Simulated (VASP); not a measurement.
A run of VASP 6.6.1 is set up as follows.

The input INCAR:

```
SYSTEM = BaTiO3
ALGO     = Normal         ! electronic algorithm
EDIFF    = 1E-6           ! SCF threshold, eV
ENCUT    = 600            ! plane-wave cutoff, eV
GGA      = CA             ! functional
GGA_COMPAT= .FALSE.      
ISIF     = 2              ! what is computed and relaxed
ISMEAR   = -1             ! smearing method
LASPH    = .TRUE.         ! aspherical terms in the spheres
LCHARG   = .FALSE.        ! write CHGCAR
LREAL    = .FALSE.        ! projectors in reciprocal space
LWAVE    = .FALSE.        ! write WAVECAR
NBANDS   = 28             ! bands
NELM     = 120            ! most SCF steps
PREC     = Accurate       ! precision mode
SIGMA    = 0.05           ! smearing width, eV
```

Contents of KPOINTS:

```
k-points
0
G
  7 6 7
  0 0 0
```

File POSCAR:

```
BaTiO3
1.0
    3.9432260341      0.0013985994     -0.0033526162
   -0.0034760885      2.7898339231      2.7931371660
   -0.0008081657     -2.7867696800      2.7903689975
Ba Ti O
1 1 3
Direct
   -0.0045862478      1.0042589735      1.0038826274
    0.4868752187      0.5134043072      0.5124851284
    1.0086291086      0.4943355433      0.4945955773
    0.5045976017      0.4943442831      0.9905318697
    0.5044843188      0.9898768929      0.4947247870
```

Potentials or basis: VASP PAW LDA potentials, release 64 (Ba_sv, Ti_sv, O).

Launch:

```bash
$ cat potpaw_LDA.64/Ba_sv/POTCAR potpaw_LDA.64/Ti_sv/POTCAR potpaw_LDA.64/O/POTCAR > POTCAR
$ mpirun -np 1 vasp_std > vasp.out
```

Q: Predict the pressure.

A: 2.4 GPa.

Q: Predict the largest force.

A: 0.087 eV/Å.

Q: What does it give for the band gap on the k mesh?

A: 2.12 eV (least direct gap 2.32 eV).

Forces in eV/Å, atoms in the order of the input:
```
Ba   0.019 -0.001 -0.029
Ti   0.048 -0.004 -0.073
O   -0.051  0.001  0.013
O   -0.008 -0.030  0.044
O   -0.008  0.035  0.045
```

Caveat: spin-orbit coupling is left out, which moves the levels of the heavy elements. A k mesh can miss the band edges.
